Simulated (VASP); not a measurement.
# Na2Be (P6/mmm) in VASP: a series of runs, part 2 of 2

VASP 6.6.1.

## (5) Single point, PBE

This run uses another cell than the first one, of 21.33 Å³/atom, 1.411 times its volume.

INCAR

```
PREC = Accurate
ENCUT = 520
EDIFF = 1E-6
ISMEAR = 0
SIGMA = 0.1
LREAL = False
LASPH = True
NELM = 60
ALGO = Fast
ISIF = 2
LWAVE = False
LCHARG = False
GGA = PE
NBANDS = 15
```

KPOINTS

```
Automatic mesh
0
Gamma
  12 12 16
```

POSCAR

```
Na2Be
1.0
    5.2092989544      0.0000000000      0.0000000000
   -2.6046494772      4.5113852305      0.0000000000
    0.0000000000      0.0000000000      2.7229584411
Na Be
2 1
Direct
    0.3333333333      0.6666666667      0.5000000000
    0.6666666667      0.3333333333      0.5000000000
    0.0000000000      0.0000000000      0.0000000000
```

Potentials or basis: VASP PAW PBE potentials, release 64 (Na_pv, Be).

Launch:

```bash
$ cat potpaw_PBE.64/Na_pv/POTCAR potpaw_PBE.64/Be/POTCAR > POTCAR
$ mpirun -np 1 vasp_std > vasp.out
```

OUTCAR:

```text
PREC = Accurate
   ENCUT = 520
   EDIFF = 1E-6
   ISMEAR = 0
   LREAL = False
   LASPH = True
   NELM = 60
   ISIF = 2
   GGA = PE

 ion  position               nearest neighbor table
   1  0.333  0.667  0.500-
   2  0.667  0.333  0.500-
   3  0.000  0.000  0.000-

  LATTYP: Found a hexagonal cell.
 ALAT       =     5.2092989544
 C/A-ratio  =     0.5227111104

  Lattice vectors:

 A1 = (   5.2092989544,   0.0000000000,   0.0000000000)
 A2 = (  -2.6046494772,   4.5113852305,   0.0000000000)
 A3 = (   0.0000000000,   0.0000000000,   2.7229584411)

Analysis of symmetry for initial positions (statically):
=====================================================================
 Subroutine PRICEL returns:
 Original cell was already a primitive cell.

 Routine SETGRP: Setting up the symmetry group for a
 hexagonal supercell.

 Subroutine GETGRP returns: Found 24 space group operations
 (whereof 24 operations were pure point group operations)
 out of a pool of 24 trial point group operations.

The static configuration has the point symmetry D_6h.

Analysis of symmetry for dynamics (positions and initial velocities):
=====================================================================
 Subroutine PRICEL returns:
 Original cell was already a primitive cell.

 Routine SETGRP: Setting up the symmetry group for a
 hexagonal supercell.

 Subroutine GETGRP returns: Found 24 space group operations
 (whereof 24 operations were pure point group operations)
 out of a pool of 24 trial point group operations.

The dynamic configuration has the point symmetry D_6h.

 Subroutine INISYM returns: Found 24 space group operations
 (whereof 24 operations are pure point group operations),
 and found     1 'primitive' translations

----------------------------------------------------------------------------------------

                                     Primitive cell

  volume of cell :      63.9927
[... 116 lines left out ...]
   GGA     = PE    functional components
   LHFCALC =     F    Hartree Fock is set to
   AEXX    =    0.0000 exact exchange contribution
   IVDW    =     0    specifies the selected vdW correction
   LEPSILON=     F    determine dielectric tensor
   LRPA    =     F    only Hartree local field effects (RPA)
 non-spin polarized calculation
 RMM-DIIS sequential band-by-band and
 Gauss-broadening in eV      SIGMA  =   0.10
  energy-cutoff  :      520.00
  volume of cell :       63.99
 maximum number of plane-waves:      1756
 NGX is ok and might be reduce to    40
   NGX = 19   NGY = 19   NGZ = 11

 number of electron      15.9999985 magnetization

 Free energy of the ion-electron system (eV)
  ---------------------------------------------------
  ext. energy  EPLUGINS =         0.00000000
  ---------------------------------------------------
  free energy    TOTEN  =        -4.46646987 eV

  energy without entropy =       -4.45952138  energy(sigma->0) =       -4.46299563

 E-fermi :   1.7203     XC(G=0):  -7.9596

 val. band max:        1.7111497057   @ k =   0.4167   0.0833   0.3750
 cond. band min:       1.7205583362   @ k =   0.0833   0.0000   0.0625
 fundamental gap:      0.0094086306
 Fermi energy:         1.7203422292

 k-point     1 :       0.0000    0.0000    0.0000
  band No.  band energies     occupation
      1     -23.0811      2.00000
      2     -23.0811      2.00000
      3     -22.9804      2.00000
      4     -22.9804      2.00000
      5     -22.9559      2.00000
      6     -22.9394      2.00000
      7      -3.5476      2.00000
      8       1.9904      0.00013
      9       1.9904      0.00013
     10       3.5452      0.00000
     11       4.4344      0.00000
     12       4.4344      0.00000
     13       6.6728      0.00000
     14      11.3774      0.00000
[... 401 lines left out ...]
      2     -23.0638      2.00000
      3     -22.9959      2.00000
      4     -22.9716      2.00000
      5     -22.9652      2.00000
      6     -22.9553      2.00000
      7      -2.8052      2.00000
      8      -0.2420      2.00000
      9       1.4638      1.99972
     10       3.1719      0.00000
     11       6.4764      0.00000
     12       6.4931      0.00000
     13       9.9701      0.00000
     14      10.8216      0.00000
     15      11.1204      0.00000

 [... further k-points ...]
[... 5 lines left out ...]
  --------------------------------------------------------------------------------------
  -------------------------------------------------------------------------------------
  Total        0.0117098      0.0117098      0.0235631      0.0000000      0.0000000      0.0000000
  in kB        0.2931769      0.2931769      0.5899474      0.0000000      0.0000000      0.0000000
  external PRESSURE =       0.3921004 kB  Pullay stress =       0.0000000 kB

 VOLUME and BASIS-vectors are now :
 -----------------------------------------------------------------------------
  energy-cutoff  :      520.00
  volume of cell :       63.99
      direct lattice vectors                 reciprocal lattice vectors
     5.209298954  0.000000000  0.000000000     0.191964410  0.110830704  0.000000000
    -2.604649477  4.511385231  0.000000000     0.000000000  0.221661408  0.000000000
     0.000000000  0.000000000  2.722958441     0.000000000  0.000000000  0.367247617

 POSITION                                       TOTAL-FORCE (eV/Angst)
 -----------------------------------------------------------------------------------
     -0.00000      3.00759      1.36148        -0.000000     -0.000000     -0.000000
      2.60465      1.50380      1.36148        -0.000000      0.000000      0.000000
      0.00000      0.00000      0.00000         0.000000      0.000000      0.000000
 -----------------------------------------------------------------------------------
    total drift:                               -0.000000      0.000000      0.000000

  FREE ENERGIE OF THE ION-ELECTRON SYSTEM (eV)
  ---------------------------------------------------
  free  energy   TOTEN  =        -4.4664698666 eV

  energy  without entropy=       -4.4595213849  energy(sigma->0) =       -4.46299563
```

OSZICAR:

```text
N       E                     dE             d eps       ncg     rms          rms(c)
DAV:   1     0.110220418925E+03    0.11022E+03   -0.87286E+03  5138   0.111E+03
DAV:   2     0.214853137429E+00   -0.11001E+03   -0.10733E+03  5410   0.298E+02
DAV:   3    -0.453419392061E+01   -0.47490E+01   -0.47318E+01  6838   0.686E+01
DAV:   4    -0.459635281591E+01   -0.62159E-01   -0.62152E-01  5662   0.862E+00
DAV:   5    -0.459753416333E+01   -0.11813E-02   -0.11813E-02  6929   0.116E+00    0.108E+00
RMM:   6    -0.449024207790E+01    0.10729E+00   -0.39612E-02  5867   0.973E-01    0.592E-01
RMM:   7    -0.446684924361E+01    0.23393E-01   -0.30693E-02  6129   0.710E-01    0.233E-01
RMM:   8    -0.446649915309E+01    0.35009E-03   -0.32672E-03  5929   0.827E-01    0.367E-02
RMM:   9    -0.446645957337E+01    0.39580E-04   -0.86687E-04  6869   0.286E-01    0.109E-02
RMM:  10    -0.446646432441E+01   -0.47510E-05   -0.16605E-04  7033   0.173E-01    0.512E-03
RMM:  11    -0.446646861360E+01   -0.42892E-05   -0.49387E-05  7105   0.754E-02    0.368E-03
RMM:  12    -0.446646944034E+01   -0.82674E-06   -0.13393E-05  6988   0.562E-02    0.941E-04
RMM:  13    -0.446646986658E+01   -0.42624E-06   -0.46566E-06  5456   0.245E-02
   1 F= -.44664699E+01 E0= -.44629956E+01  d E =-.694848E-02
```

Run time: 1.8 min. Hardware: 1 thread of Intel Xeon 6975P-C (Granite Rapids), shared host; peak memory 0.27 GiB.

Results:

```yaml
Free_energy: -4.4665 eV
Pressure: 0.0 GPa
Band_gap_on_the_k_mesh: zero (band 8 reaches 3.70 eV, above the bottom of band 9 at -0.47 eV)
```

## (6) Summary

| task | cell | k mesh | cutoff (eV) | gap on the mesh (eV) | pressure (GPa) |
| --- | --- | --- | --- | --- | --- |
| single point | a = 4.207, b = 4.207, c = 2.959 Å, angles 90.0, 90.0, 120.0°, 3 atoms | 6 × 6 × 6 | 520 | none | 16.2 |
| single point | a = 5.051, b = 5.051, c = 3.006 Å, angles 90.0, 90.0, 120.0°, 3 atoms | 6 × 6 × 6 | 520 | none | 0.1 |
| relaxation of cell and atoms | relaxed from a = 4.207, b = 4.207, c = 2.959 Å, angles 90.0, 90.0, 120.0°, 3 atoms | 6 × 6 × 6 | 600 | none | -0.1 |
| single point | a = 5.209, b = 5.209, c = 2.723 Å, angles 90.0, 90.0, 120.0°, 3 atoms | 12 × 12 × 16 | 520 | none | 0.0 |

Alike in all rows: level PBE; potentials or basis VASP PAW PBE potentials, release 64 (Na_pv, Be); no spin polarisation; smearing gaussian 0.1 eV.

Caveats: the volume moved by over 15 % at a fixed basis, so the end points are rough (some runs).

Total energies depend on the potentials used, so only differences within one code and one set of settings carry meaning.
